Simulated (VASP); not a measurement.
Pd, 2 atoms in the cell. Symmetry: P6_3/mmc, No. 194, hexagonal system. Conventional cell: a = 2.670 Å, b = 2.670 Å, c = 4.484 Å, α = 90.00°, β = 90.00°, γ = 120.00°. Pd (site symmetry -6m2) has 12 Pd at 2.67 to 2.72 Å within 3.5 Å.  This cell differs from its parent crystal: volume scaled by 0.88.

* Program: VASP 6.6.1
* Task: single point
* Functional: revPBE
* Potentials or basis: VASP PAW PBE potentials, release 64 (Pd)
* Cutoff: 520 eV
* k mesh: 15 × 15 × 8
* Occupations: fermi-dirac, width 0.05 eV
* Spin: collinear spin, ferromagnetic start
* Starting moments: [0.349, 0.349] μB
* Dipole correction: no
* Further INCAR settings: ALGO = Normal; EDIFF = 1e-06; NBANDS = 21

Potentials or basis: VASP PAW PBE potentials, release 64 (Pd).

The run is started by

```sh
$ cat potpaw_PBE.64/Pd/POTCAR > POTCAR
$ mpirun -np 1 vasp_std > vasp.out
```

Hardware: 1 thread of Intel Xeon 6975P-C, on a shared host.

Problem. How long does it take, and how much memory?

Solution. Run time: 120 s on 1 thread of Intel Xeon 6975P-C, with other jobs on the host, peak memory 0.23 GiB. Counts: scf iterations 17, k points 135.
